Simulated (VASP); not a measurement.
**TaO5: single point with PBE**

Crystal: TaO5.

```
Ta O
1.0
     0.00000    3.17035    3.17035
     3.17035    0.00000    3.17035
     3.17035    3.17035    0.00000
Ta O
1 5
Direct
  0.50000 0.50000 0.50000
  0.37197 0.87601 0.87601
  0.87601 0.87601 0.87601
  0.25000 0.25000 0.25000
  0.87601 0.87601 0.37197
  0.87601 0.37197 0.87601
```

```json
{
  "Program": "VASP 6.6.1",
  "Task": "single point",
  "Functional": "PBE",
  "Potentials or basis": "VASP PAW PBE potentials, release 64 (Ta_pv, O)",
  "Cutoff": "520 eV",
  "k mesh": "6 × 6 × 6",
  "Occupations": "gaussian, width 0.1 eV",
  "Spin": "no spin polarisation"
}
```

```yaml
Pressure: -35.8 GPa
Largest_force: 0.701 eV/Å
```

Forces in eV/Å, atoms in the order of the input:
```
Ta   0.000  0.000  0.000
O   -0.405  0.405  0.405
O   -0.405 -0.405 -0.405
O    0.000  0.000  0.000
O    0.405  0.405 -0.405
O    0.405 -0.405  0.405
```

Levels at points of the mesh, in eV from the Fermi level:
```csv
k point,band 18,band 19,band 20,band 21,band 22,band 23
"(0.00, 0.00, 0.00)",0.21,0.21,0.21,1.12,1.12,1.12
"(0.50, 0.00, 0.00)",-0.83,-0.13,-0.13,0.23,0.68,0.68
"(0.50, 0.50, 0.00)",-1.66,-0.62,-0.62,-0.59,0.75,0.75
```

Run time: 32 s on 1 thread of Intel(R) Xeon(R) Platinum 8488C (Sapphire Rapids) (shared host), peak memory 0.21 GiB.

Caveat: spin-orbit coupling is left out, which moves the levels of the heavy elements; an odd number of electrons without spin polarisation forces a metal; a magnetic or distorted state may lie lower.
